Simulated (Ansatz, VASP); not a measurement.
**HfO2: VASP beside Ansatz**

```
CELL_PARAMETERS angstrom
0.00000 2.55750 2.55750
2.55750 0.00000 2.55750
2.55750 2.55750 0.00000
ATOMIC_POSITIONS crystal
Hf 0.00000 0.00000 0.00000
O 0.25000 0.25000 0.25000
O 0.75000 0.75000 0.75000
```

Alike in both runs: task electric field gradients; functional LDA; k mesh 9 × 9 × 9; occupations fermi-dirac, width 0.01 eV; no spin polarisation.

|  | VASP | Ansatz |
| --- | --- | --- |
| version | VASP 6.6.1 | Ansatz 0.2.0 |
| potentials or method | VASP PAW LDA potentials, release 64 (Hf_pv, O), cutoff 520 eV | all-electron PAW with datasets made for the crystal, scalar-relativistic |

|  | VASP | Ansatz | Ansatz less VASP |
| --- | --- | --- | --- |
| gap on the k mesh at the Fermi level (eV) | 3.63 | 3.61 | -0.024 |
| pressure (GPa) | -19.3 | -16.5 | +2.84 |

LDA's correlation is that of Perdew and Zunger in VASP and of Perdew and Wang (1992) in Ansatz. Ansatz ran all-electron here, and VASP with PAW potentials.

Neither program's run includes spin-orbit coupling.
